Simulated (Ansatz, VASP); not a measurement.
**One calculation of GaN, two programs**

Contents of INCAR:

```
SYSTEM = GaN
PREC = Accurate
ENCUT = 520
EDIFF = 1E-8
ISMEAR = -1
SIGMA = 0.02
LREAL = .False.
LASPH = .True.
NELM = 100
ALGO = Normal
ISIF = 2
LWAVE = .False.
LCHARG = .False.
GGA = PS
LEFG = .True.
NBANDS = 16
```

KPOINTS

```
Automatic mesh
0
Gamma
  13 13 13
  0 0 0
```

The input POSCAR:

```
GaN
1.0
    0.0000000000      1.9991196500      1.9991196500
    1.9991196500      0.0000000000      1.9991196500
    1.9991196500      1.9991196500      0.0000000000
Ga N
1 1
Direct
    0.5000000000      0.5000000000      0.5000000000
    0.0000000000      0.0000000000      0.0000000000
```

Input for Ansatz:

```yaml
crystal:
  lattice:
    - [0.0, 1.99911965, 1.99911965]
    - [1.99911965, 0.0, 1.99911965]
    - [1.99911965, 1.99911965, 0.0]
  atoms:
    - { symbol: Ga, position: [0.5, 0.5, 0.5] }
    - { symbol: "N", position: [0.0, 0.0, 0.0] }
kpoints:
  mp_grid: { grid: [13, 13, 13] }
scf:
  occupations: { method: fermi_dirac, width: 0.02 }
hamiltonian:
  xc: pbesol
  pseudopotentials: { kind: all_electron, datasets: crystal }
output:
  forces: true
  stress: true
  eigenvalues: true
  efg: { contact_densities: true }
```

Change from the starting cell: volume scaled by 1.01, crystal datasets.

Alike in both runs: task electric field gradients; functional PBEsol; k mesh 13 × 13 × 13; occupations fermi-dirac, width 0.02 eV; no spin polarisation.

```csv
,VASP,Ansatz
version,VASP 6.6.1,Ansatz 0.2.0
potentials or method,"VASP PAW PBE potentials, release 64 (Ga_d, N), cutoff 520 eV","all-electron PAW with datasets made for the crystal, scalar-relativistic"
```

Ansatz gave:

* gap on the k mesh at the Fermi level (eV): 1.76
* pressure (GPa): 54.2

Task: Estimate VASP's values.

Result: gap on the k mesh at the Fermi level (eV): 1.74; pressure (GPa): 54.8.

VASP's potentials were made for PBE, not for PBEsol. Both programs put the cell under a high pressure, so it lies far from rest at this level. Ansatz ran all-electron here, and VASP with PAW potentials.
